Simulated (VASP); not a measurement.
# Mg2Sn (Fm-3m) in VASP: a series of runs

Mg2Sn is run at these levels: PBEsol; tasks: single point.

Everything below comes from runs of VASP 6.6.1. Logs are shortened: lines on timing, memory, paths and dates and some standing lists are left out, and cuts for length are marked.

### 1 The cell of the first run

The structure is cubic, space group Fm-3m (No. 225). The conventional cell has a = 6.760 Å, b = 6.760 Å, c = 6.760 Å, α = 90.00°, β = 90.00°, γ = 90.00°. Within 3.9 Å of Sn (site symmetry m-3m) lie 8 Mg at 2.93 Å. Within 3.9 Å of Mg (site symmetry -43m) lie 4 Sn at 2.93 Å and 6 Mg at 3.38 Å.

### 2 Single point, PBEsol

INCAR reads:

```
  ALGO = Normal
  EDIFF = 1E-6
  ENCUT = 600
  GGA = PS
  GGA_COMPAT = False
  ISIF = 2
  ISMEAR = -1
  LASPH = True
  LCHARG = False
  LREAL = False
  LWAVE = False
  NBANDS = 16
  NELM = 120
  PREC = Accurate
  SIGMA = 0.2
```

KPOINTS reads:

```
k-points
0
Gamma
  4 4 4
```

POSCAR reads:

```
Mg2Sn
1.0
    0.0000000000      3.3799352825      3.3799352825
    3.3799352825      0.0000000000      3.3799352825
    3.3799352825      3.3799352825      0.0000000000
Sn Mg
1 2
Direct
    0.0000000000      0.0000000000      0.0000000000
    0.2500000000      0.2500000000      0.2500000000
    0.7500000000      0.7500000000      0.7500000000
```

Potentials or basis: VASP PAW PBE potentials, release 64 (Sn_d, Mg).

Command:

```sh
$ cat potpaw_PBE.64/Sn_d/POTCAR potpaw_PBE.64/Mg/POTCAR > POTCAR
$ mpirun -np 1 vasp_std > vasp.out
```

OUTCAR:

```text
EDIFF = 1E-6
   ENCUT = 600
   GGA = PS
   ISIF = 2
   ISMEAR = -1
   LASPH = True
   LREAL = False
   NELM = 120
   PREC = Accurate

 ion  position               nearest neighbor table
   1  0.000  0.000  0.000-   3 2.93   3 2.93   3 2.93   2 2.93   3 2.93   2 2.93   2 2.93   2 2.93

   2  0.250  0.250  0.250-   1 2.93   1 2.93   1 2.93   1 2.93   3 3.38   3 3.38   3 3.38   3 3.38
                             3 3.38   3 3.38
   3  0.750  0.750  0.750-   1 2.93   1 2.93   1 2.93   1 2.93   2 3.38   2 3.38   2 3.38   2 3.38
                             2 3.38   2 3.38

  LATTYP: Found a face centered cubic cell.
 ALAT       =     6.7598705650

  Lattice vectors:

 A1 = (   0.0000000000,   3.3799352825,   3.3799352825)
 A2 = (   3.3799352825,   0.0000000000,   3.3799352825)
 A3 = (   3.3799352825,   3.3799352825,   0.0000000000)

Analysis of symmetry for initial positions (statically):
=====================================================================
 Subroutine PRICEL returns:
 Original cell was already a primitive cell.

 Routine SETGRP: Setting up the symmetry group for a
 face centered cubic supercell.

 Subroutine GETGRP returns: Found 48 space group operations
 (whereof 48 operations were pure point group operations)
 out of a pool of 48 trial point group operations.

The static configuration has the point symmetry O_h .

Analysis of symmetry for dynamics (positions and initial velocities):
=====================================================================
 Subroutine PRICEL returns:
 Original cell was already a primitive cell.

 Routine SETGRP: Setting up the symmetry group for a
 face centered cubic supercell.

 Subroutine GETGRP returns: Found 48 space group operations
 (whereof 48 operations were pure point group operations)
 out of a pool of 48 trial point group operations.

The dynamic configuration has the point symmetry O_h .

 Subroutine INISYM returns: Found 48 space group operations
 (whereof 48 operations are pure point group operations),
 and found     1 'primitive' translations

----------------------------------------------------------------------------------------

                                     Primitive cell

  volume of cell :      77.2245

  direct lattice vectors                    reciprocal lattice vectors
     0.000000000  3.379935282  3.379935282    -0.147931827  0.147931827  0.147931827
     3.379935282  0.000000000  3.379935282     0.147931827 -0.147931827  0.147931827
     3.379935282  3.379935282  0.000000000     0.147931827  0.147931827 -0.147931827

  length of vectors
     4.779950316  4.779950316  4.779950316     0.256225440  0.256225440  0.256225440

  position of ions in fractional coordinates (direct lattice)
     0.000000000  0.000000000  0.000000000
     0.250000000  0.250000000  0.250000000
     0.750000000  0.750000000  0.750000000

  ion indices of the primitive-cell ions
   primitive index   ion index
                 1           1
                 2           2
                 3           3

----------------------------------------------------------------------------------------

 KPOINTS: k-points

Automatic generation of k-mesh.
 Grid dimensions read from file:
 generate k-points for:    4    4    4

 Generating k-lattice:

  Cartesian coordinates                     Fractional coordinates (reciprocal lattice)
    -0.036982957  0.036982957  0.036982957     0.250000000  0.000000000  0.000000000
     0.036982957 -0.036982957  0.036982957     0.000000000  0.250000000  0.000000000
     0.036982957  0.036982957 -0.036982957     0.000000000  0.000000000  0.250000000

  Length of vectors
     0.064056360  0.064056360  0.064056360

  Shift w.r.t. Gamma in fractional coordinates (k-lattice)
     0.000000000  0.000000000  0.000000000

 Subroutine IBZKPT returns following result:
 ===========================================

 Found      8 irreducible k-points:

 Following reciprocal coordinates:
            Coordinates               Weight
  0.000000  0.000000  0.000000      1.000000
  0.250000  0.000000  0.000000      8.000000
  0.500000  0.000000  0.000000      4.000000
  0.250000  0.250000  0.000000      6.000000
  0.500000  0.250000  0.000000     24.000000
 -0.250000  0.250000  0.000000     12.000000
  0.500000  0.500000  0.000000      3.000000
 -0.250000  0.500000  0.250000      6.000000
   k-points           NKPTS =      8   k-points in BZ     NKDIM =      8   number of bands    NBANDS=     16
   number of dos      NEDOS =    301   number of ions     NIONS =      3
   total plane-waves  NPLWV =  64000
   dimension x,y,z NGX =    40 NGY =   40 NGZ =   40
   dimension x,y,z NGXF=    80 NGYF=   80 NGZF=   80
   ions per type =               1   2
   NGX,Y,Z   is equivalent  to a cutoff of  13.91, 13.91, 13.91 a.u.
   NGXF,Y,Z  is equivalent  to a cutoff of  27.82, 27.82, 27.82 a.u.
 SYSTEM =  unknown system
   PREC   = accura    normal or accurate (medium, high low for compatibility)
   ISTART =      0    job   : 0-new  1-cont  2-samecut
   ICHARG =      2    charge: 1-file 2-atom 10-const
   ISPIN  =      1    spin polarized calculation?
   LNONCOLLINEAR =      F non collinear calculations
   LSORBIT =      F    spin-orbit coupling
   LASPH  =      T    aspherical Exc in radial PAW
   ENCUT  =  600.0 eV  44.10 Ry    6.64 a.u.   9.55  9.55  9.55*2*pi/ulx,y,z
   NELM   =    120;   NELMIN=  2; NELMDL= -5     # of ELM steps
   EDIFF  = 0.1E-05   stopping-criterion for ELM
   LREAL  =      F    real-space projection
   EDIFFG = 0.1E-04   stopping-criterion for IOM
   NSW    =      0    number of steps for IOM
   IBRION =     -1    ionic relax: 0-MD 1-quasi-New 2-CG
   NFREE  =      0    steps in history (QN), initial steepest desc. (CG)
   ISIF   =      2    stress and relaxation
   ISYM   =      2    0-nonsym 1-usesym 2-fastsym
   POTIM  = 0.5000    time-step for ionic-motion
   TEBEG  =    0.0;   TEEND  =   0.0 temperature during run
   PSTRESS=    0.0 pullay stress
   NELECT =      18.0000    total number of electrons
   NUPDOWN=      -1.0000    fix difference up-down
   EMIN   =  10.00;   EMAX   =-10.00  energy-range for DOS
   EFERMI =   0.00;   METHOD = LEGACY
   ISMEAR =    -1;   SIGMA  =   0.20  broadening in eV -4-tet -1-fermi 0-gaus
   EFERMI_NEDOS =   21; number of points for ismear=-14 and -15
   IALGO  =     38    algorithm
   IMIX   =      4    mixing-type and parameters
     AMIX     =   0.40;   BMIX     =  1.00
     AMIX_MAG =   1.60;   BMIX_MAG =  1.00
  volume/ion in A,a.u.               =      25.74       173.71
  Fermi-wavevector in a.u.,A,eV,Ry     =   1.007505  1.903909 13.810820  1.015067
  Thomas-Fermi vector in A             =   2.140314
   LORBIT       =      0    0 simple, 1 ext, 2 COOP (PROOUT), +10 PAW based schemes
   GGA     = PS    functional components
   LHFCALC =     F    Hartree Fock is set to
   AEXX    =    0.0000 exact exchange contribution
   IVDW    =     0    specifies the selected vdW correction
   LEPSILON=     F    determine dielectric tensor
   LRPA    =     F    only Hartree local field effects (RPA)
 non-spin polarized calculation
  energy-cutoff  :      600.00
  volume of cell :       77.22
 maximum number of plane-waves:      2637
 NGX is ok and might be reduce to    40
   NGX = 19   NGY = 19   NGZ = 19

 number of electron      18.0000002 magnetization

 Free energy of the ion-electron system (eV)
  ---------------------------------------------------
  ext. energy  EPLUGINS =         0.00000000
  ---------------------------------------------------
  free energy    TOTEN  =        -8.19462955 eV

  energy without entropy =       -8.08332838  energy(sigma->0) =       -8.13897896

 E-fermi :   4.1224     XC(G=0):  -8.8607

 val. band max:        4.0589834177   @ k =   0.5000   0.5000   0.0000
 cond. band min:       4.1912560210   @ k =   0.0000   0.0000   0.0000
 fundamental gap:      0.1322726033
 Fermi energy:         4.1223736156

 k-point     1 :       0.0000    0.0000    0.0000
  band No.  band energies     occupation
      1     -16.6883      2.00000
      2     -16.6883      2.00000
      3     -16.6883      2.00000
      4     -16.6490      2.00000
      5     -16.6490      2.00000
      6      -4.9309      2.00000
      7       4.1913      0.82948
      8       4.1913      0.82948
      9       4.1913      0.82948
     10       5.5489      0.00160
     11       6.3514      0.00003
     12       6.3514      0.00003
     13       6.3514      0.00003
     14       8.2575      0.00000
     15       9.6566      0.00000
     16       9.6566      0.00000

 k-point     2 :       0.2500    0.0000    0.0000
  band No.  band energies     occupation
      1     -16.6879      2.00000
      2     -16.6866      2.00000
      3     -16.6866      2.00000
      4     -16.6487      2.00000
      5     -16.6487      2.00000
      6      -4.4464      2.00000
      7       1.2484      2.00000
      8       3.6779      1.80444
      9       3.6779      1.80444
     10       5.2528      0.00700
     11       6.8316      0.00000
     12       6.8316      0.00000
     13       8.6322      0.00000
     14       8.7192      0.00000
     15       8.7192      0.00000
     16       8.7864      0.00000

 k-point     3 :       0.5000    0.0000    0.0000
  band No.  band energies     occupation
      1     -16.6876      2.00000
      2     -16.6849      2.00000
      3     -16.6849      2.00000
      4     -16.6483      2.00000
      5     -16.6483      2.00000
      6      -3.6715      2.00000
      7      -0.6279      2.00000
      8       3.3634      1.95602
      9       3.3634      1.95602
     10       4.8564      0.04969
     11       6.4050      0.00002
     12       6.4050      0.00002
     13       8.0805      0.00000
     14      11.0836      0.00000
     15      11.0836      0.00000
     16      11.6756      0.00000

 k-point     4 :       0.2500    0.2500    0.0000
  band No.  band energies     occupation
      1     -16.6900      2.00000
      2     -16.6848      2.00000
      3     -16.6848      2.00000
      4     -16.6500      2.00000
      5     -16.6474      2.00000
      6      -4.2793      2.00000
      7       1.5663      1.99999
      8       2.8069      1.99722
      9       2.8069      1.99722
     10       4.8132      0.06129
     11       5.6846      0.00081
     12       8.6690      0.00000
     13       8.6690      0.00000
     14       9.1697      0.00000
     15      10.3305      0.00000
     16      11.1163      0.00000

 k-point     5 :       0.5000    0.2500    0.0000
  band No.  band energies     occupation
      1     -16.6888      2.00000
      2     -16.6839      2.00000
      3     -16.6831      2.00000
      4     -16.6498      2.00000
      5     -16.6471      2.00000
      6      -3.4779      2.00000
      7      -0.0321      2.00000
      8       1.4177      2.00000
      9       2.5779      1.99911
     10       4.8146      0.06088
     11       6.9742      0.00000
     12       8.1100      0.00000
     13       8.3012      0.00000
     14      10.9127      0.00000
     15      11.1566      0.00000
     16      11.6700      0.00000

 k-point     6 :      -0.2500    0.2500    0.0000
  band No.  band energies     occupation
      1     -16.6866      2.00000
      2     -16.6858      2.00000
      3     -16.6847      2.00000
      4     -16.6485      2.00000
      5     -16.6484      2.00000
      6      -3.7717      2.00000
      7       0.4816      2.00000
      8       1.2005      2.00000
      9       3.2628      1.97317
     10       5.5298      0.00176
     11       7.7473      0.00000
     12       7.8387      0.00000
     13       7.9225      0.00000
     14       8.0855      0.00000
     15      10.8355      0.00000
     16      11.2045      0.00000

 k-point     7 :       0.5000    0.5000    0.0000
  band No.  band energies     occupation
      1     -16.6917      2.00000
      2     -16.6814      2.00000
      3     -16.6814      2.00000
      4     -16.6512      2.00000
      5     -16.6458      2.00000
      6      -3.1666      2.00000
      7      -0.4001      2.00000
      8       2.0854      1.99992
      9       2.0854      1.99992
     10       4.0590      1.15716
     11       4.2940      0.59553
     12      11.3842      0.00000
     13      11.3842      0.00000
     14      11.6304      0.00000
     15      12.3143      0.00000
     16      12.3143      0.00000

 k-point     8 :      -0.2500    0.5000    0.2500
  band No.  band energies     occupation
      1     -16.6865      2.00000
      2     -16.6865      2.00000
      3     -16.6814      2.00000
      4     -16.6498      2.00000
      5     -16.6471      2.00000
      6      -3.1336      2.00000
      7       0.4118      2.00000
      8       0.4118      2.00000
      9       1.4767      2.00000
     10       6.7937      0.00000
     11       7.1766      0.00000
     12       7.1766      0.00000
     13       7.4425      0.00000
     14      11.8839      0.00000
     15      11.8839      0.00000
     16      12.5601      0.00000

------------------------ aborting loop because EDIFF is reached ----------------------------------------

  FORCE on cell =-STRESS in cart. coord.  units (eV):
  Direction    XX          YY          ZZ          XY          YZ          ZX
  --------------------------------------------------------------------------------------
  -------------------------------------------------------------------------------------
  Total       -0.1439705     -0.1439705     -0.1439705     -0.0000000      0.0000000      0.0000000
  in kB       -2.9869577     -2.9869577     -2.9869577     -0.0000000      0.0000000      0.0000000
  external PRESSURE =      -2.9869577 kB  Pullay stress =       0.0000000 kB

 VOLUME and BASIS-vectors are now :
 -----------------------------------------------------------------------------
  energy-cutoff  :      600.00
  volume of cell :       77.22
      direct lattice vectors                 reciprocal lattice vectors
     0.000000000  3.379935282  3.379935282    -0.147931827  0.147931827  0.147931827
     3.379935282  0.000000000  3.379935282     0.147931827 -0.147931827  0.147931827
     3.379935282  3.379935282  0.000000000     0.147931827  0.147931827 -0.147931827

 POSITION                                       TOTAL-FORCE (eV/Angst)
 -----------------------------------------------------------------------------------
      0.00000      0.00000      0.00000        -0.000000     -0.000000      0.000000
      1.68997      1.68997      1.68997         0.000000     -0.000000     -0.000000
      5.06990      5.06990      5.06990        -0.000000      0.000000     -0.000000
 -----------------------------------------------------------------------------------
    total drift:                               -0.000000      0.000000     -0.000000

  FREE ENERGIE OF THE ION-ELECTRON SYSTEM (eV)
  ---------------------------------------------------
  free  energy   TOTEN  =        -8.1946295501 eV

  energy  without entropy=       -8.0833283790  energy(sigma->0) =       -8.13897896
```

It took 44 s on 1 thread of Intel Xeon 8259CL, shared host; peak memory 0.24 GiB.

What came out:

| Quantity | Value |
| --- | --- |
| Free energy | -8.1946 eV |
| Pressure | -0.3 GPa |
| Band gap on the k mesh | zero (bands 9 and 10 overlap by 0.13 eV) |

Levels at points of the mesh, in eV from the Fermi level:
| k point | band 5 | band 6 | band 7 | band 8 | band 9 | band 10 | band 11 | band 12 | band 13 | band 14 |
| --- | --- | --- | --- | --- | --- | --- | --- | --- | --- | --- |
| (0.00, 0.00, 0.00) | -20.77 | -9.05 | 0.07 | 0.07 | 0.07 | 1.43 | 2.23 | 2.23 | 2.23 | 4.14 |
| (0.50, 0.00, 0.00) | -20.77 | -7.79 | -4.75 | -0.76 | -0.76 | 0.73 | 2.28 | 2.28 | 3.96 | 6.96 |
| (0.50, 0.50, 0.00) | -20.77 | -7.29 | -4.52 | -2.04 | -2.04 | -0.06 | 0.17 | 7.26 | 7.26 | 7.51 |

Caveat: the k points lie up to 0.40 Å⁻¹ apart; the structure was generated, so it needn't be the stable form of Mg2Sn; the PAW data sets were made with another functional, which shifts forces and pressure a little; spin-orbit coupling is left out, which moves the levels of the heavy elements.

### 3 Single point, PBEsol

INCAR reads:

```
PREC = Accurate
ENCUT = 600
EDIFF = 1E-6
ISMEAR = -1
SIGMA = 0.02
LREAL = F
LASPH = T
NELM = 120
ALGO = Normal
ISIF = 2
LWAVE = F
LCHARG = F
GGA = PS
NBANDS = 16
GGA_COMPAT = F
```

KPOINTS reads:

```
regular mesh
0
Gamma
  5 5 5
```

POSCAR is that of step 2.

Potentials or basis: VASP PAW PBE potentials, release 64 (Sn_d, Mg).

Command:

```sh
$ cat potpaw_PBE.64/Sn_d/POTCAR potpaw_PBE.64/Mg/POTCAR > POTCAR
$ mpirun -np 1 vasp_std > vasp.out
```

Run time: 47 s. Hardware: 1 thread of Intel Xeon 8259CL, shared host; peak memory 0.24 GiB.

It converged, with:

```yaml
Free_energy: -8.2601 eV
Pressure: -0.3 GPa
Band_gap_on_the_k_mesh: zero (bands 9 and 10 overlap by 0.01 eV)
```

Levels at points of the mesh, in eV from the Fermi level:
```tsv
k point	band 7	band 8	band 9	band 10	band 11	band 12
(0.00, 0.00, 0.00)	0.02	0.02	0.02	1.38	2.18	2.18
```

Caveat: the structure was generated, so it needn't be the stable form of Mg2Sn; the PAW data sets were made with another functional, which shifts forces and pressure a little; spin-orbit coupling is left out, which moves the levels of the heavy elements.

### 4 Single point, PBEsol, collinear spin, zero start

INCAR reads:

```
SYSTEM = Mg2Sn
ALGO = Normal
EDIFF = 1E-6
ENCUT = 600
GGA = PS
GGA_COMPAT = .FALSE.
ISIF = 2
ISMEAR = -1
ISPIN = 2
LASPH = .TRUE.
LCHARG = .TRUE.
LELF = .TRUE.
LORBIT = 11
LREAL = .FALSE.
LVHAR = .TRUE.
LWAVE = .FALSE.
MAGMOM = 0 0 0
NBANDS = 20
NELM = 200
PREC = Accurate
SIGMA = 0.02
```

KPOINTS reads:

```
k-points
0
G
  4 4 4
  0 0 0
```

POSCAR is that of step 3.

Command:

```sh
$ cat potpaw_PBE.64/Sn_d/POTCAR potpaw_PBE.64/Mg/POTCAR > POTCAR
$ mpirun -np 1 vasp_std > vasp.out
```

It took 1.8 min on 1 thread of Intel Xeon 8259CL, shared host; peak memory 0.29 GiB.

The run converged. Its results:

- Free energy: -8.1485 eV
- Pressure: -0.2 GPa
- Band gap on the k mesh: zero (filled and empty bands overlap)
- Net moment: 0.00 μB per cell
- Valence electrons inside the program's atomic spheres: Sn 12.49; Mg 0.33

Levels at points of the mesh, in eV from the Fermi level:
Spin up:
```csv
k point,band 6,band 7,band 8,band 9,band 10,band 11,band 12,band 13
"(0.00, 0.00, 0.00)",-9.06,0.07,0.07,0.07,1.43,2.22,2.22,2.22
"(0.50, 0.00, 0.00)",-7.79,-4.75,-0.76,-0.76,0.73,2.28,2.28,3.95
"(0.50, 0.50, 0.00)",-7.29,-4.53,-2.04,-2.04,-0.07,0.17,7.26,7.26
```
Spin down:
```tsv
k point	band 5	band 6	band 7	band 8	band 9	band 10	band 11	band 12	band 13	band 14
(0.00, 0.00, 0.00)	-20.77	-9.06	0.07	0.07	0.07	1.43	2.22	2.22	2.22	4.13
(0.50, 0.00, 0.00)	-20.77	-7.79	-4.75	-0.76	-0.76	0.73	2.28	2.28	3.95	6.96
(0.50, 0.50, 0.00)	-20.77	-7.29	-4.53	-2.04	-2.04	-0.07	0.17	7.26	7.26	7.50
```

Caveat: the k points lie up to 0.40 Å⁻¹ apart; the structure was generated, so it needn't be the stable form of Mg2Sn; the PAW data sets were made with another functional, which shifts forces and pressure a little; spin-orbit coupling is left out, which moves the levels of the heavy elements.

### 5 The runs side by side

```tsv
spin	k mesh	smearing	gap on the mesh (eV)	pressure (GPa)
off	4 × 4 × 4	fermi-dirac 0.2 eV	none	-0.3
off	5 × 5 × 5	fermi-dirac 0.02 eV	none	-0.3
collinear, zero start	4 × 4 × 4	fermi-dirac 0.02 eV	none	-0.2
```

Alike in all rows: task single point; level PBEsol; potentials or basis VASP PAW PBE potentials, release 64 (Sn_d, Mg); cell as given; cutoff (eV) 600.

Caveats: some runs use coarse meshes; the structure was generated, so it needn't be the stable form of Mg2Sn; the PAW data sets were made with another functional, which shifts forces and pressure a little; spin-orbit coupling is left out, which moves the levels of the heavy elements.

Absolute energies hang on the potentials; compare differences alone.

The gap in the log of VASP goes by the Fermi energy; the results here count the filled bands.